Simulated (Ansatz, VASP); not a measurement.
## KI: VASP beside Ansatz

Contents of INCAR:

```
  ALGO = Normal
  EDIFF = 1E-6
  ENCUT = 520
  GGA = PE
  ISIF = 2
  ISMEAR = 0
  LASPH = T
  LCHARG = F
  LREAL = F
  LWAVE = F
  NBANDS = 15
  NELM = 80
  PREC = Accurate
  SIGMA = 0.05
```

File KPOINTS:

```
k-points
0
Gamma
  6 6 6
```

File POSCAR:

```
KI
1.0
    0.0000000000      3.2294053358      4.1982269365
    3.2294053358      0.0000000000      4.1982269365
    3.2294053358      3.2294053358      0.0000000000
K I
1 1
Direct
    0.0000000000      0.0000000000      0.0000000000
    0.5000000000      0.5000000000      0.5000000000
```

Input for Ansatz:

```yaml
crystal:
  lattice:
    - [0.0, 3.2294053358, 4.1982269365]
    - [3.2294053358, 0.0, 4.1982269365]
    - [3.2294053358, 3.2294053358, 0.0]
  atoms:
    - { symbol: K, position: [0.0, 0.0, 0.0] }
    - { symbol: I, position: [0.5, 0.5, 0.5] }
basis:
  ecutwfc: 420
kpoints:
  mp_grid: { grid: [6, 6, 6] }
hamiltonian:
  xc: pbe
scf:
  occupations: { method: gaussian, width: 0.05 }
output:
  forces: true
  stress: true
  eigenvalues: true
  write_density: true
  write_potential: true
  elf: true
  volumetric_format: npy
```

Alike in both runs: task single point; functional PBE; k mesh 6 × 6 × 6; occupations gaussian, width 0.05 eV; no spin polarisation.

|  | VASP | Ansatz |
| --- | --- | --- |
| version | VASP 6.6.1 | Ansatz 0.2.0 |
| potentials or method | VASP PAW PBE potentials, release 64 (K_sv, I), cutoff 520 eV | scalar-relativistic, plane waves, PAW |
| valence electrons in the cell | 16 | 26 |

VASP gave:

```
gap on the k mesh at the Fermi level (eV)                     : 3.82
least direct gap on the mesh (eV)                             : 3.82
pressure (GPa)                                                : 3.0
traceless stress, the component that is largest in VASP (GPa) : -3.90
```

Problem. Estimate Ansatz's values.

Solution. gap on the k mesh at the Fermi level (eV): 3.82; least direct gap on the mesh (eV): 3.82; pressure (GPa): 2.9; traceless stress, the component that is largest in VASP (GPa): -3.85.

VASP's potentials hold 16 valence electrons a cell and Ansatz's 26, so a difference there can come from the potentials and not from the codes.

Spin-orbit coupling is off throughout.
